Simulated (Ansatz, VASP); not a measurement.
# PtSe2: VASP beside Ansatz

```xyz
3
Lattice="3.6123 0.0000 0.0000 -1.8061 3.1283 0.0000 0.0000 0.0000 5.0620" Properties=species:S:1:pos:R:3 pbc="T T T"
Pt    0.0000    0.0000    0.0000
Se    0.0000    2.0856    1.2655
Se    1.8061    1.0428    3.7965
```

Change from the starting cell: strain -0.030 along x and y, +0.000 along z, atoms carried along.

Alike in both runs: task single point; functional PBE; k mesh 12 × 12 × 10; occupations gaussian, width 0.15 eV; no spin polarisation.

|  | VASP | Ansatz |
| --- | --- | --- |
| version | VASP 6.6.1 | Ansatz 0.2.0 |
| potentials or method | VASP PAW PBE potentials, release 64 (Pt, Se), cutoff 520 eV | scalar-relativistic, plane waves, PAW |
| valence electrons in the cell | 22 | 50 |

```csv
,VASP,Ansatz,Ansatz less VASP
gap on the k mesh at the Fermi level (eV),none,none,-
pressure (GPa),18.8,18.8,-0.06
"traceless stress, the component that is largest in VASP (GPa)",-4.87,-4.85,+0.024
rms of the force components (eV/Å),0.668,0.662,-0.0056
```

Atom by atom the forces differ by 0.006 eV/Å (rms over components). A gap of «none» marks a metal or a gap that the smearing closes. With one functional, cell and mesh, what is left measures potentials, basis and numerics. VASP's potentials hold 22 valence electrons a cell and Ansatz's 50, so a difference there can come from the potentials and not from the codes.

Neither program's run includes spin-orbit coupling.
